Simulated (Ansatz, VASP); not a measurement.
## One calculation of Au, two programs

The input POSCAR:

```
Au
1.0
    2.8902925737      0.0000000000      0.0000000000
   -1.4451462869      2.5030667932      0.0000000000
    0.0000000000      0.0000000000     29.5941470806
Au
7
Direct
    0.3333333333      0.6666666667      0.2534284897
    0.6666666667      0.3333333333      0.3356189932
    0.3333333333      0.6666666667      0.4178094966
    0.6666666667      0.3333333333      0.5000000000
    0.3333333333      0.6666666667      0.5821905034
    0.6666666667      0.3333333333      0.6643810068
    0.3333333333      0.6666666667      0.7465715103
```

INCAR.step1

```
SYSTEM = Au
PREC     = Accurate       ! precision mode
ENCUT    = 520            ! plane-wave cutoff, eV
ISMEAR   = 0              ! smearing method
SIGMA    = 0.1            ! smearing width, eV
LREAL    = .FALSE.        ! projectors in reciprocal space
LASPH    = .TRUE.         ! aspherical terms in the spheres
NELM     = 80             ! most SCF steps
LDIPOL   = .TRUE.       
IDIPOL   = 3            
DIPOL    = 0.5 0.5 0.500
NBANDS   = 48             ! bands
GGA      = PE             ! functional
ALGO     = Normal         ! electronic algorithm
EDIFF    = 1E-4           ! SCF threshold, eV
LWAVE    = .TRUE.         ! write WAVECAR
LCHARG   = .FALSE.        ! write CHGCAR
```

File INCAR.step2:

```
SYSTEM = Au
PREC     = Accurate       ! precision mode
ENCUT    = 520            ! plane-wave cutoff, eV
EDIFF    = 1E-7           ! SCF threshold, eV
ISMEAR   = 0              ! smearing method
SIGMA    = 0.1            ! smearing width, eV
LREAL    = .FALSE.        ! projectors in reciprocal space
LASPH    = .TRUE.         ! aspherical terms in the spheres
NELM     = 80             ! most SCF steps
ALGO     = Normal         ! electronic algorithm
ISIF     = 2              ! what is computed and relaxed
LWAVE    = .FALSE.        ! write WAVECAR
LCHARG   = .FALSE.        ! write CHGCAR
LDIPOL   = .TRUE.       
IDIPOL   = 3            
DIPOL    = 0.5 0.5 0.500
METAGGA  = R2SCAN         ! meta-GGA
LMIXTAU  = .TRUE.       
NBANDS   = 48             ! bands
ISTART   = 1
```

KPOINTS

```
regular mesh
0
G
  1 1 1
  0 0 0
```

Input for Ansatz:

```yaml
crystal:
  lattice:
    - [2.8902925737, 0.0, 0.0]
    - [-1.4451462869, 2.5030667932, 0.0]
    - [0.0, 0.0, 29.5941470806]
  atoms:
    - { symbol: Au, position: [0.3333333333, 0.6666666667, 0.2534284897] }
    - { symbol: Au, position: [0.6666666667, 0.3333333333, 0.3356189932] }
    - { symbol: Au, position: [0.3333333333, 0.6666666667, 0.4178094966] }
    - { symbol: Au, position: [0.6666666667, 0.3333333333, 0.5] }
    - { symbol: Au, position: [0.3333333333, 0.6666666667, 0.5821905034] }
    - { symbol: Au, position: [0.6666666667, 0.3333333333, 0.6643810068] }
    - { symbol: Au, position: [0.3333333333, 0.6666666667, 0.7465715103] }
basis:
  ecutwfc: 500
kpoints:
  mp_grid: { grid: [1, 1, 1] }
hamiltonian:
  xc: r2scan
scf:
  occupations: { method: gaussian, width: 0.1 }
output:
  forces: true
  stress: true
  eigenvalues: true
efield:
  axis: 3
  dipole_correction: true
  ramp_width: 0.04
```

Alike in both runs: task single point; functional r2SCAN; k mesh 1 × 1 × 1; occupations gaussian, width 0.1 eV; no spin polarisation.

|  | VASP | Ansatz |
| --- | --- | --- |
| version | VASP 6.6.1 | Ansatz 0.2.0 |
| potentials or method | VASP PAW PBE potentials, release 64 (Au), cutoff 520 eV | scalar-relativistic, plane waves, PAW |
| valence electrons in the cell | 77 | 133 |

VASP gave:

- rms of the force components (eV/Å): 0.150

Task: Which values does Ansatz return?

Result: rms of the force components (eV/Å): 0.151.

VASP's potentials were made for PBE, not for r2SCAN. Atom by atom the forces differ by 0.004 eV/Å (rms over components). VASP's potentials hold 77 valence electrons a cell and Ansatz's 133, so a difference there can come from the potentials and not from the codes.

Spin-orbit coupling is off throughout.
